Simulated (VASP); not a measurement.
Runs of VASP 6.6.1 on Si2W. The structure is that of space group I4/mmm (No. 139), or close to it. The cells are those of the table. 

```tsv
cell	gap on the mesh (eV)	pressure (GPa)	largest force (eV/Å)
a = 4.547 Å, angles 140.9, 140.9, 56.5°, 3 atoms	none	21.6	0.27
a = 4.404 Å, angles 138.5, 138.5, 60.2°, 3 atoms	none	21.6	0.22
a = 4.633 Å, angles 141.7, 141.7, 55.3°, 3 atoms	none	14.7	0.14
a = 4.349 Å, angles 136.8, 136.8, 62.8°, 3 atoms	none	(a)	0.09
```

Alike in all rows: task single point; level PBEsol; potentials or basis VASP PAW PBE potentials, release 64 (Si, W_sv); no spin polarisation; k mesh 20 × 20 × 20; cutoff (eV) 520; smearing gaussian 0.15 eV.

Q: Fill in the values left out.

A: (a) 16.1.

Caveats: the PAW data sets were made with another functional, which shifts forces and pressure a little; spin-orbit coupling is left out, which moves the levels of the heavy elements; the stress differs along the axes, from 0 to 32 GPa (at least some runs); the cell stands under pressure (at least some runs); the stress differs along the axes, from -11 to 28 GPa (at least some runs); the stress differs along the axes, from 6 to 36 GPa (at least some runs).

A k mesh can miss the band edges, and the runs leave out spin-orbit coupling on W.

A gap of «none» marks levels without a gap at the run's occupations.
